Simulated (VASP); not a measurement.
# Al2Cu (Pmm2) in VASP: further runs

The runs below take Al2Cu through single point, with PBE.

Program: VASP 6.6.1. These are calculated values, not measurements. Logs are shortened: lines on timing, memory, paths and dates and some standing lists are left out, and cuts for length are marked.

### Step 1. The cell of the first run

It takes space group Pmm2 (No. 25, orthorhombic). Conventional cell: a = 2.885 Å, b = 4.121 Å, c = 4.121 Å, α = 90.00°, β = 90.00°, γ = 90.00°. Al (site symmetry mm2) has 4 Cu at 2.45 to 2.58 Å and 6 Al at 2.73 to 3.11 Å within 3.2 Å. Within 3.3 Å of Al (site symmetry mm2) lie 4 Cu at 2.54 Å and 6 Al at 2.73 to 3.11 Å. Cu (site symmetry mm2) has 8 Al at 2.45 to 2.58 Å and 2 Cu at 2.88 Å within 3.2 Å.

### Step 2. Single point, PBE (mode 4 frozen in at -0.244 Å and mode 9 at +0.000 Å (largest displacements))

The input, INCAR:

```
SYSTEM = Al2Cu
PREC     = Accurate       ! precision mode
ENCUT    = 520            ! plane-wave cutoff, eV
EDIFF    = 1E-6           ! SCF threshold, eV
ISMEAR   = 0              ! smearing method
SIGMA    = 0.15           ! smearing width, eV
LREAL    = .FALSE.        ! projectors in reciprocal space
LASPH    = .TRUE.         ! aspherical terms in the spheres
NELM     = 80             ! most SCF steps
ALGO     = Fast           ! electronic algorithm
ISIF     = 2              ! what is computed and relaxed
LWAVE    = .FALSE.        ! write WAVECAR
LCHARG   = .FALSE.        ! write CHGCAR
GGA      = PE             ! functional
NBANDS   = 16             ! bands
```

The input, KPOINTS:

```
regular mesh
0
G
  10 10 14
  0 0 0
```

The input, POSCAR:

```
Al2Cu
1.0
    4.1211626268      0.0000000000      0.0000000000
    0.0000000000      4.1211626268      0.0000000000
    0.0000000000      0.0000000000      2.8847334069
Al Cu
2 1
Direct
    0.5045231003      0.0000000000      0.5000000000
   -0.0592065934      0.5000000000      0.5000000000
    0.0232185310      0.0000000000      0.0000000000
```

Potentials or basis: VASP PAW PBE potentials, release 64 (Al, Cu).

Run with:

```sh
cat potpaw_PBE.64/Al/POTCAR potpaw_PBE.64/Cu/POTCAR > POTCAR
mpirun -np 1 vasp_std > vasp.out
```

OUTCAR:

```text
SYSTEM = Al2Cu
   PREC = Accurate
   ENCUT = 520
   EDIFF = 1E-6
   ISMEAR = 0
   LREAL = .FALSE.
   LASPH = .TRUE.
   NELM = 80
   ISIF = 2
   GGA = PE

 ion  position               nearest neighbor table
   1  0.505  0.000  0.500-   3 2.45   3 2.45   3 2.58   3 2.58   2 2.73   2 2.73   2 3.11   2 3.11

   2  0.941  0.500  0.500-   3 2.54   3 2.54   3 2.54   3 2.54   1 2.73   1 2.73   1 3.11   1 3.11

   3  0.023  0.000  0.000-   1 2.45   1 2.45   2 2.54   2 2.54   2 2.54   2 2.54   1 2.58   1 2.58

  LATTYP: Found a simple tetragonal cell.
 ALAT       =     4.1211626268
 C/A-ratio  =     0.6999804832

  Lattice vectors:

 A1 = (   4.1211626268,   0.0000000000,   0.0000000000)
 A2 = (   0.0000000000,   4.1211626268,   0.0000000000)
 A3 = (   0.0000000000,   0.0000000000,   2.8847334069)

Analysis of symmetry for initial positions (statically):
=====================================================================
 Subroutine PRICEL returns:
 Original cell was already a primitive cell.

 Routine SETGRP: Setting up the symmetry group for a
 simple tetragonal supercell.

 Subroutine GETGRP returns: Found  4 space group operations
 (whereof  4 operations were pure point group operations)
 out of a pool of 16 trial point group operations.

The static configuration has the point symmetry C_2v.

Analysis of symmetry for dynamics (positions and initial velocities):
=====================================================================
 Subroutine PRICEL returns:
 Original cell was already a primitive cell.

 Routine SETGRP: Setting up the symmetry group for a
 simple tetragonal supercell.

 Subroutine GETGRP returns: Found  4 space group operations
 (whereof  4 operations were pure point group operations)
 out of a pool of 16 trial point group operations.

The dynamic configuration has the point symmetry C_2v.

 Subroutine INISYM returns: Found  4 space group operations
 (whereof  4 operations are pure point group operations),
 and found     1 'primitive' translations

----------------------------------------------------------------------------------------

                                     Primitive cell

  volume of cell :      48.9943

  direct lattice vectors                    reciprocal lattice vectors
     4.121162627  0.000000000  0.000000000     0.242649973  0.000000000  0.000000000
     0.000000000  4.121162627  0.000000000     0.000000000  0.242649973  0.000000000
     0.000000000  0.000000000  2.884733407     0.000000000  0.000000000  0.346652484

  length of vectors
     4.121162627  4.121162627  2.884733407     0.242649973  0.242649973  0.346652484

  position of ions in fractional coordinates (direct lattice)
     0.504523100  0.000000000  0.500000000
     0.940793407  0.500000000  0.500000000
     0.023218531  0.000000000  0.000000000

  ion indices of the primitive-cell ions
   primitive index   ion index
                 1           1
                 2           2
                 3           3

----------------------------------------------------------------------------------------

 KPOINTS: regular mesh

Automatic generation of k-mesh.
 Grid dimensions read from file:
 generate k-points for:   10   10   14

 Generating k-lattice:

  Cartesian coordinates                     Fractional coordinates (reciprocal lattice)
     0.024264997  0.000000000  0.000000000     0.100000000  0.000000000  0.000000000
     0.000000000  0.024264997  0.000000000     0.000000000  0.100000000  0.000000000
     0.000000000  0.000000000  0.024760892     0.000000000  0.000000000  0.071428571

  Length of vectors
     0.024264997  0.024264997  0.024760892

  Shift w.r.t. Gamma in fractional coordinates (k-lattice)
     0.000000000  0.000000000  0.000000000

 Subroutine IBZKPT returns following result:
 ===========================================

 Found    288 irreducible k-points:

 Following reciprocal coordinates:
            Coordinates               Weight
  0.000000  0.000000  0.000000      1.000000
  0.100000  0.000000  0.000000      2.000000
  0.000000  0.100000  0.000000      2.000000
  0.200000  0.000000  0.000000      2.000000
  0.000000  0.200000  0.000000      2.000000
  0.300000  0.000000  0.000000      2.000000
[... 16 lines left out ...]
 -0.200000  0.300000  0.000000      4.000000
  0.400000  0.200000  0.000000      4.000000
 [... further k-points ...]
   k-points           NKPTS =    288   k-points in BZ     NKDIM =    288   number of bands    NBANDS=     16
   number of dos      NEDOS =    301   number of ions     NIONS =      3
   total plane-waves  NPLWV =  24576
   dimension x,y,z NGX =    32 NGY =   32 NGZ =   24
   dimension x,y,z NGXF=    64 NGYF=   64 NGZF=   48
   ions per type =               2   1
   NGX,Y,Z   is equivalent  to a cutoff of  12.91, 12.91, 13.83 a.u.
   NGXF,Y,Z  is equivalent  to a cutoff of  25.82, 25.82, 27.66 a.u.
 SYSTEM =  Al2Cu
   PREC   = accura    normal or accurate (medium, high low for compatibility)
   ISTART =      0    job   : 0-new  1-cont  2-samecut
   ICHARG =      2    charge: 1-file 2-atom 10-const
   ISPIN  =      1    spin polarized calculation?
   LNONCOLLINEAR =      F non collinear calculations
   LSORBIT =      F    spin-orbit coupling
   LASPH  =      T    aspherical Exc in radial PAW
   ENCUT  =  520.0 eV  38.22 Ry    6.18 a.u.   7.66  7.66  5.36*2*pi/ulx,y,z
   NELM   =     80;   NELMIN=  2; NELMDL= -5     # of ELM steps
   EDIFF  = 0.1E-05   stopping-criterion for ELM
   LREAL  =      F    real-space projection
   EDIFFG = 0.1E-04   stopping-criterion for IOM
   NSW    =      0    number of steps for IOM
   IBRION =     -1    ionic relax: 0-MD 1-quasi-New 2-CG
   NFREE  =      0    steps in history (QN), initial steepest desc. (CG)
   ISIF   =      2    stress and relaxation
   ISYM   =      2    0-nonsym 1-usesym 2-fastsym
   POTIM  = 0.5000    time-step for ionic-motion
   TEBEG  =    0.0;   TEEND  =   0.0 temperature during run
   PSTRESS=    0.0 pullay stress
   NELECT =      17.0000    total number of electrons
   NUPDOWN=      -1.0000    fix difference up-down
   EMIN   =  10.00;   EMAX   =-10.00  energy-range for DOS
   EFERMI =   0.00;   METHOD = LEGACY
   ISMEAR =     0;   SIGMA  =   0.15  broadening in eV -4-tet -1-fermi 0-gaus
   EFERMI_NEDOS =   21; number of points for ismear=-14 and -15
   IALGO  =     68    algorithm
   IMIX   =      4    mixing-type and parameters
     AMIX     =   0.40;   BMIX     =  1.00
     AMIX_MAG =   1.60;   BMIX_MAG =  1.00
  volume/ion in A,a.u.               =      16.33       110.21
  Fermi-wavevector in a.u.,A,eV,Ry     =   1.150384  2.173910 18.005716  1.323383
  Thomas-Fermi vector in A             =   2.287048
   LORBIT       =      0    0 simple, 1 ext, 2 COOP (PROOUT), +10 PAW based schemes
   GGA     = PE    functional components
   LHFCALC =     F    Hartree Fock is set to
   AEXX    =    0.0000 exact exchange contribution
   IVDW    =     0    specifies the selected vdW correction
   LEPSILON=     F    determine dielectric tensor
   LRPA    =     F    only Hartree local field effects (RPA)
 non-spin polarized calculation
 RMM-DIIS sequential band-by-band and
 Gauss-broadening in eV      SIGMA  =   0.15
  energy-cutoff  :      520.00
  volume of cell :       48.99
 maximum number of plane-waves:      1339
   NGX = 15   NGY = 15   NGZ = 11

 number of electron      16.9999999 magnetization

 Free energy of the ion-electron system (eV)
  ---------------------------------------------------
  ext. energy  EPLUGINS =         0.00000000
  ---------------------------------------------------
  free energy    TOTEN  =       -11.22124439 eV

  energy without entropy =      -11.20991080  energy(sigma->0) =      -11.21557760

 E-fermi :   7.0409     XC(G=0): -10.3639

 val. band max:        7.0240362970   @ k =  -0.1000   0.5000   0.3571
 cond. band min:       7.0433674602   @ k =   0.3000   0.2000   0.2857
 fundamental gap:      0.0193311632
 Fermi energy:         7.0408514706

 k-point     1 :       0.0000    0.0000    0.0000
  band No.  band energies     occupation
      1      -3.3997      2.00000
      2       1.7638      2.00000
      3       2.2639      2.00000
      4       2.8835      2.00000
      5       3.1013      2.00000
      6       3.1486      2.00000
[... 8 lines left out ...]
     15      14.2063      0.00000
     16      19.3082      0.00000

 k-point     2 :       0.1000    0.0000    0.0000
  band No.  band energies     occupation
      1      -3.3161      2.00000
      2       1.7080      2.00000
      3       2.2474      2.00000
      4       2.8569      2.00000
      5       3.0982      2.00000
      6       3.1491      2.00000
[... 8 lines left out ...]
     15      15.3433      0.00000
     16      19.2055      0.00000

 k-point     3 :       0.0000    0.1000    0.0000
  band No.  band energies     occupation
      1      -3.3164      2.00000
      2       1.7070      2.00000
      3       2.2384      2.00000
      4       2.8593      2.00000
      5       3.1016      2.00000
      6       3.1454      2.00000
[... 8 lines left out ...]
     15      15.3915      0.00000
     16      19.1921      0.00000

 k-point     4 :       0.2000    0.0000    0.0000
  band No.  band energies     occupation
      1      -3.0686      2.00000
      2       1.4149      2.00000
      3       2.2146      2.00000
      4       2.7946      2.00000
      5       3.0902      2.00000
      6       3.1503      2.00000
[... 8 lines left out ...]
     15      17.0557      0.00000
     16      18.4161      0.00000
[... 324 lines left out ...]
 k-point    22 :       0.3000    0.2000    0.0000
  band No.  band energies     occupation
      1      -2.3393      2.00000
      2       0.9352      2.00000
      3       1.9411      2.00000
      4       2.5969      2.00000
      5       3.0578      2.00000
      6       3.0821      2.00000
[... 8 lines left out ...]
     15      17.6853      0.00000
     16      18.2540      0.00000

 k-point    23 :      -0.2000    0.3000    0.0000
  band No.  band energies     occupation
      1      -2.3406      2.00000
      2       0.9054      2.00000
      3       1.9479      2.00000
      4       2.6276      2.00000
      5       3.0931      2.00000
      6       3.1291      2.00000
[... 8 lines left out ...]
     15      17.6448      0.00000
     16      18.2109      0.00000

 k-point    24 :       0.4000    0.2000    0.0000
  band No.  band energies     occupation
      1      -1.8397      2.00000
      2       0.1896      2.00000
      3       2.0369      2.00000
      4       2.5381      2.00000
      5       2.8766      2.00000
      6       3.0744      2.00000
[... 8 lines left out ...]
     15      16.9379      0.00000
     16      18.6629      0.00000

 [... further k-points ...]

------------------------ aborting loop because EDIFF is reached ----------------------------------------

  FORCE on cell =-STRESS in cart. coord.  units (eV):
  Direction    XX          YY          ZZ          XY          YZ          ZX
  --------------------------------------------------------------------------------------
  -------------------------------------------------------------------------------------
  Total        0.5415255      0.1670042     -0.0768270      0.0000000      0.0000000      0.0000000
  in kB       17.7086039      5.4612605     -2.5123451      0.0000000      0.0000000      0.0000000
  external PRESSURE =       6.8858398 kB  Pullay stress =       0.0000000 kB

 VOLUME and BASIS-vectors are now :
 -----------------------------------------------------------------------------
  energy-cutoff  :      520.00
  volume of cell :       48.99
      direct lattice vectors                 reciprocal lattice vectors
     4.121162627  0.000000000  0.000000000     0.242649973  0.000000000  0.000000000
     0.000000000  4.121162627  0.000000000     0.000000000  0.242649973  0.000000000
     0.000000000  0.000000000  2.884733407     0.000000000  0.000000000  0.346652484

 POSITION                                       TOTAL-FORCE (eV/Angst)
 -----------------------------------------------------------------------------------
      2.07922      0.00000      1.44237        -0.059499      0.000000      0.000000
      3.87716      2.06058      1.44237         0.506946      0.000000      0.000000
      0.09569      0.00000      0.00000        -0.447447      0.000000      0.000000
 -----------------------------------------------------------------------------------
    total drift:                                0.000231      0.000000      0.000001

  FREE ENERGIE OF THE ION-ELECTRON SYSTEM (eV)
  ---------------------------------------------------
  free  energy   TOTEN  =       -11.2212443928 eV

  energy  without entropy=      -11.2099108048  energy(sigma->0) =      -11.21557760
```

It took 2 min on 1 thread of Intel Xeon Platinum 8559C (Emerald Rapids), shared host; peak memory 0.32 GiB.

What came out:

```
Free energy   : -11.2212 eV
Pressure      : 0.7 GPa
Largest force : 0.507 eV/Å
```

Forces on the atoms (eV/Å):
```
Al  -0.059  0.000  0.000
Al   0.507  0.000  0.000
Cu  -0.447  0.000  0.000
```

Stress tensor (GPa, compression positive):
```
 1.77  0.00  0.00
 0.00  0.55  0.00
 0.00  0.00 -0.25
```

Caveat: the cell differs from its parent crystal (mode 4 frozen in at -0.244 Å and mode 9 at +0.000 Å (largest displacements)).

### Step 3. Single point, PBE (mode 4 frozen in at -0.122 Å and mode 9 at +0.000 Å (largest displacements))

The input, INCAR:

```
PREC = Accurate ; ENCUT = 520
EDIFF = 1E-6 ; ISMEAR = 0
SIGMA = 0.15 ; LREAL = F
LASPH = T ; NELM = 100
ALGO = Fast ; ISIF = 2
LWAVE = F ; LCHARG = T
GGA = PE ; LELF = T
LVHAR = T ; NBANDS = 16
```

The input, KPOINTS:

```
Automatic mesh
0
Gamma
  10 10 14
```

The input, POSCAR:

```
Al2Cu
1.0
    4.1211626268      0.0000000000      0.0000000000
    0.0000000000      4.1211626268      0.0000000000
    0.0000000000      0.0000000000      2.8847334069
Al Cu
2 1
Direct
    0.5022615501      0.0000000000      0.5000000000
   -0.0296032967      0.5000000000      0.5000000000
    0.0116092655      0.0000000000      0.0000000000
```

Potentials or basis: VASP PAW PBE potentials, release 64 (Al, Cu).

Run with:

```sh
cat potpaw_PBE.64/Al/POTCAR potpaw_PBE.64/Cu/POTCAR > POTCAR
mpirun -np 1 vasp_std > vasp.out
```

Run time: 1.9 min. Hardware: 1 thread of Intel Xeon Platinum 8559C (Emerald Rapids), shared host; peak memory 0.33 GiB.

The run converged. Its results:

```
Free energy   : -11.2815 eV
Pressure      : 0.2 GPa
Largest force : 0.231 eV/Å
```

Forces in eV/Å, atoms in the order of the input:
```
Al  -0.020  0.000  0.000
Al   0.231  0.000  0.000
Cu  -0.211  0.000  0.000
```

Stress tensor (GPa, compression positive):
```
 0.51  0.00  0.00
 0.00  0.16  0.00
 0.00  0.00 -0.04
```

Levels at points of the mesh, in eV from the Fermi level:
| k point | band 5 | band 6 | band 7 | band 8 | band 9 | band 10 | band 11 | band 12 | band 13 | band 14 |
| --- | --- | --- | --- | --- | --- | --- | --- | --- | --- | --- |
| (0.00, 0.00, 0.00) | -3.97 | -3.96 | -2.35 | -2.34 | -0.14 | 0.88 | 6.06 | 6.10 | 6.17 | 7.06 |
| (0.50, 0.00, 0.00) | -4.25 | -4.00 | -3.95 | -1.02 | 1.53 | 1.61 | 1.98 | 7.49 | 8.33 | 9.26 |
| (0.00, 0.50, 0.00) | -4.23 | -3.99 | -3.97 | -1.05 | 1.27 | 1.87 | 2.02 | 7.48 | 8.34 | 9.20 |
| (0.50, 0.50, 0.00) | -4.28 | -4.13 | -4.00 | -3.98 | -2.41 | 8.53 | 8.53 | 9.44 | 9.76 | 9.97 |
| (0.00, 0.00, 0.50) | -4.68 | -4.00 | -2.94 | 2.36 | 2.42 | 2.49 | 2.81 | 2.93 | 3.28 | 3.59 |
| (0.50, 0.00, 0.50) | -4.08 | -4.06 | -3.02 | -2.38 | -1.68 | 3.47 | 4.05 | 4.54 | 4.92 | 5.87 |
| (0.00, 0.50, 0.50) | -4.09 | -4.04 | -2.97 | -2.40 | -1.68 | 3.70 | 4.00 | 4.31 | 4.96 | 6.00 |
| (0.50, 0.50, 0.50) | -3.84 | -3.38 | -2.23 | -2.19 | -0.95 | -0.77 | -0.09 | 0.03 | 2.44 | 11.52 |

Caveat: the cell differs from its parent crystal (mode 4 frozen in at -0.122 Å and mode 9 at +0.000 Å (largest displacements)).

[end of part 1 of 2]
